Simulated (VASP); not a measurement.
A run of VASP 6.6.1 is set up as follows.

Contents of INCAR:

```
  ALGO = Normal
  EDIFF = 1E-6
  ENCUT = 690
  GGA = PS
  GGA_COMPAT = F
  ISIF = 2
  ISMEAR = -1
  ISPIN = 2
  LASPH = T
  LCHARG = F
  LMAXMIX = 4
  LORBIT = 11
  LREAL = F
  LWAVE = F
  MAGMOM = 1 1 0 0
  NBANDS = 34
  NELM = 200
  PREC = Accurate
  SIGMA = 0.05
```

KPOINTS

```
k-points
0
Gamma
  9 8 6
```

The input POSCAR:

```
SiNi
1.0
    2.9445705557      0.0000000000      0.0000000000
    0.0000000000      3.2921613703      0.0000000000
    0.0000000000      0.0000000000      4.6657080975
Ni Si
2 2
Direct
    0.5000000000      0.5000000000      0.3432139048
    0.0000000000      0.0000000000      0.6567860952
    0.5000000000      0.5000000000      0.8420871455
    0.0000000000      0.0000000000      0.1579128545
```

Potentials or basis: VASP PAW PBE potentials, release 64 (Ni_sv_GW, Si).

Run with:

```bash
$ cat potpaw_PBE.64/Ni_sv_GW/POTCAR potpaw_PBE.64/Si/POTCAR > POTCAR
$ mpirun -np 1 vasp_std > vasp.out
```

What does it give for the net moment?

0.00 μB per cell.

Predict the largest force.

0.016 eV/Å.

Estimate the band gap on the k mesh.

zero (filled and empty bands overlap).

Stress tensor (GPa, compression positive):
```
-0.68  0.00  0.00
 0.00 -0.64  0.00
 0.00  0.00 -0.57
```

Caveat: the moments typed at the start vanished in this run; the PAW data sets were made with another functional, which shifts forces and pressure a little.
